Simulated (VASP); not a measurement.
Input of a VASP 6.6.1 run:

File INCAR:

```
SYSTEM = O
ALGO     = Normal         ! electronic algorithm
EDIFF    = 1E-7           ! SCF threshold, eV
ENCUT    = 520            ! plane-wave cutoff, eV
GGA      = PE             ! functional
ISIF     = 2              ! what is computed and relaxed
ISMEAR   = -1             ! smearing method
LASPH    = .True.         ! aspherical terms in the spheres
LCHARG   = .True.         ! write CHGCAR
LELF     = .True.         ! ELF
LREAL    = .False.        ! projectors in reciprocal space
LVHAR    = .True.       
LWAVE    = .False.        ! write WAVECAR
NBANDS   = 13             ! bands
NELM     = 60             ! most SCF steps
PREC     = Accurate       ! precision mode
SIGMA    = 0.02           ! smearing width, eV
```

Contents of KPOINTS:

```
k-points
0
Gamma
  10 10 10
  0 0 0
```

POSCAR

```
O
1.0
    1.4233490221      0.8217709410      3.4083000000
   -1.4233490221      0.8217709410      3.4083000000
    0.0000000000     -1.6435418821      3.4083000000
O
2
Direct
    0.0577000000      0.0577000000      0.0577000000
    0.9423000000      0.9423000000      0.9423000000
```

Potentials or basis: VASP PAW PBE potentials, release 64 (O).

Launch:

```bash
$ cat potpaw_PBE.64/O/POTCAR > POTCAR
$ mpirun -np 1 vasp_std > vasp.out
```

Q: Estimate the band gap on the k mesh.

A: Zero (bands 6 and 7 overlap by 1.29 eV).

Q: What does it give for the pressure?

A: 9.3 GPa.

Forces on the atoms (eV/Å):
```
O    0.000  0.000  4.296
O    0.000  0.000 -4.296
```

Caveat: the standard files for N, O and F lose accuracy on very short bonds; spin is off for a triplet molecule; the cell stands under pressure; this functional lacks dispersion, which holds the molecules together, so the pressure and a relaxed volume are unreliable; forces of over 1 eV/Å act on the atoms, so gaps and moduli don't describe the material at rest.
